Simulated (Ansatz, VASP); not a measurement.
CO2 in VASP and in Ansatz

File INCAR:

```
ALGO = Normal
EDIFF = 1E-7
ENCUT = 520
GGA = PE
ISIF = 2
ISMEAR = 0
LASPH = T
LCHARG = T
LELF = T
LREAL = F
LVHAR = T
LWAVE = F
NBANDS = 44
NELM = 80
PREC = Accurate
SIGMA = 0.05
```

KPOINTS

```
k-points
0
Gamma
  4 4 4
```

File POSCAR:

```
CO2
1.0
    6.4379268976      0.0000000000      0.0000000000
    0.0000000000      6.4379268976      0.0000000000
    0.0000000000      0.0000000000      5.7065784020
C O
4 8
Direct
    0.0000000000      0.0000000000      0.0000000000
    0.5000000000      0.0000000000      0.5000000000
    0.5000000000      0.5000000000      0.0000000000
    0.0000000000      0.5000000000      0.5000000000
    0.1114834447      0.1114834447      0.1114834447
    0.3885165553      0.8885165553      0.6114834447
    0.6114834447      0.3885165553      0.8885165553
    0.8885165553      0.6114834447      0.3885165553
    0.8885165553      0.8885165553      0.8885165553
    0.6114834447      0.1114834447      0.3885165553
    0.3885165553      0.6114834447      0.1114834447
    0.1114834447      0.3885165553      0.6114834447
```

Input for Ansatz:

```yaml
crystal:
  lattice:
    - [6.4379268976, 0.0, 0.0]
    - [0.0, 6.4379268976, 0.0]
    - [0.0, 0.0, 5.706578402]
  atoms:
    - { symbol: C, position: [0.0, 0.0, 0.0] }
    - { symbol: C, position: [0.5, 0.0, 0.5] }
    - { symbol: C, position: [0.5, 0.5, 0.0] }
    - { symbol: C, position: [0.0, 0.5, 0.5] }
    - { symbol: O, position: [0.1114834447, 0.1114834447, 0.1114834447] }
    - { symbol: O, position: [0.3885165553, 0.8885165553, 0.6114834447] }
    - { symbol: O, position: [0.6114834447, 0.3885165553, 0.8885165553] }
    - { symbol: O, position: [0.8885165553, 0.6114834447, 0.3885165553] }
    - { symbol: O, position: [0.8885165553, 0.8885165553, 0.8885165553] }
    - { symbol: O, position: [0.6114834447, 0.1114834447, 0.3885165553] }
    - { symbol: O, position: [0.3885165553, 0.6114834447, 0.1114834447] }
    - { symbol: O, position: [0.1114834447, 0.3885165553, 0.6114834447] }
basis:
  ecutwfc: 520.0
kpoints:
  mp_grid: { grid: [4, 4, 4] }
hamiltonian:
  xc: pbe
scf:
  occupations: { method: gaussian, width: 0.05 }
output:
  forces: true
  stress: true
  eigenvalues: true
```

Alike in both runs: task single point; functional PBE; k mesh 4 × 4 × 4; occupations gaussian, width 0.05 eV; no spin polarisation.

|  | VASP | Ansatz |
| --- | --- | --- |
| version | VASP 6.6.1 | Ansatz 0.2.0 |
| potentials or method | VASP PAW PBE potentials, release 64 (C, O), cutoff 520 eV | scalar-relativistic, plane waves, PAW |
| valence electrons in the cell | 64 | 64 |

|  | VASP | Ansatz | Ansatz less VASP |
| --- | --- | --- | --- |
| gap on the k mesh at the Fermi level (eV) | 6.32 | 6.34 | +0.017 |
| least direct gap on the mesh (eV) | 6.32 | 6.34 | +0.017 |
| pressure (GPa) | -4.7 | -5.7 | -0.93 |
| traceless stress, the component that is largest in VASP (GPa) | 0.89 | 1.05 | +0.166 |
| rms of the force components (eV/Å) | 0.980 | 1.225 | +0.2455 |

Atom by atom the forces differ by 0.245 eV/Å (rms over components). The functional is the same, so the differences come from potentials, cutoffs and numerics.

Noted on VASP's run: the standard files for N, O and F lose accuracy on very short bonds.
